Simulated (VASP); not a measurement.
Here is a VASP 6.6.1 calculation.

The input INCAR:

```
  PREC = Accurate
  ENCUT = 600
  EDIFF = 1E-6
  ISMEAR = 0
  SIGMA = 0.1
  LREAL = False
  LASPH = True
  NELM = 200
  ALGO = Normal
  ISIF = 2
  LWAVE = False
  LCHARG = False
  GGA = PE
  NBANDS = 18
  GGA_COMPAT = False
  LMAXMIX = 6
```

File KPOINTS:

```
Automatic mesh
0
Gamma
  12 12 12
```

Contents of POSCAR:

```
PrBe3Si
1.0
   -1.9709841570      1.9709841570      4.7305177366
    1.9709841570     -1.9709841570      4.7305177366
    1.9709841570      1.9709841570     -4.7305177366
Pr Be Si
1 3 1
Direct
    0.0205661030      0.0205661030      0.0000000000
    0.3956641138      0.3956641138      0.0000000000
    0.2763640613      0.7763640613      0.5000000000
    0.7763640613      0.2763640613      0.5000000000
    0.6460416709      0.6460416709      0.0000000000
```

Potentials or basis: VASP PAW PBE potentials, release 64 (Pr_3, Be, Si), 4f in core.

Run with:

```bash
$ cat potpaw_PBE.64/Pr_3/POTCAR potpaw_PBE.64/Be/POTCAR potpaw_PBE.64/Si/POTCAR > POTCAR
$ mpirun -np 1 vasp_std > vasp.out
```

**Question.** Estimate the largest force.

**Answer.** 0.010 eV/Å.

**Question.** Estimate the band gap on the k mesh.

**Answer.** Zero (an odd number of electrons rules out a gap without spin polarisation).

**Question.** Predict the pressure.

**Answer.** 0.1 GPa.

Forces in eV/Å, atoms in the order of the input:
```
Pr   0.000  0.000  0.010
Be   0.000  0.000 -0.004
Be   0.000  0.000 -0.003
Be   0.000  0.000 -0.003
Si   0.000  0.000  0.000
```

Caveat: spin-orbit coupling is left out, which moves the levels of the heavy elements; the 4f electrons are frozen in the core, so they carry no moment and show no levels. Spin polarisation is off, so any magnetic state and its effect on volume and gap are missing.
